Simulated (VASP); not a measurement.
VSi2:

```
V Si
1.0
     4.53480    0.00000    0.00000
    -2.26740    3.92725    0.00000
     0.00000    0.00000    6.31890
V Si
3 6
Direct
  0.00000 0.50000 0.16667
  0.50000 0.50000 0.83333
  0.50000 0.00000 0.50000
  0.83751 0.67501 0.50000
  0.16249 0.83751 0.83333
  0.67501 0.83751 0.16667
  0.16249 0.32499 0.50000
  0.83751 0.16249 0.83333
  0.32499 0.16249 0.16667
```

| Quantity | Value |
| --- | --- |
| Program | VASP 6.6.1 |
| Task | relaxation of cell and atoms |
| Functional | PBE |
| Potentials or basis | VASP PAW PBE potentials, release 64 (V_sv, Si) |
| Cutoff | 600 eV |
| k mesh | 12 × 12 × 8 |
| Occupations | methfessel-paxton, width 0.1 eV |
| Spin | no spin polarisation |

At the start: pressure 3.9 GPa; volume 12.50 Å³/atom.

How do energy, volume and symmetry change on relaxing?

Over 5 steps the energy falls by 3.2 meV/atom and the volume is 12.78 Å³/atom (+2.2 %); space group P6_222 (No. 180, to 0.1 Å) before and after.

The path:
```tsv
step	energy change (eV)	largest force (eV/Å)	pressure (GPa)	volume (Å³)
1	0.0000	0.0381	3.92	112.54
2	0.0039	0.0167	-3.81	117.59
3	-0.0288	0.0100	0.02	114.94
4	-0.0288	0.0096	-0.03	114.99
5	-0.0289	0.0011	-0.08	115.01
```

Final structure:
```
V Si
1.0
     4.56855    0.00000    0.00000
    -2.28428    3.95648    0.00000
     0.00000    0.00000    6.36276
V Si
3 6
Direct
  0.00000 0.50000 0.16667
  0.50000 0.50000 0.83333
  0.50000 0.00000 0.50000
  0.83734 0.67467 0.50000
  0.16266 0.83734 0.83333
  0.67467 0.83734 0.16667
  0.16266 0.32533 0.50000
  0.83734 0.16266 0.83333
  0.32533 0.16266 0.16667
```
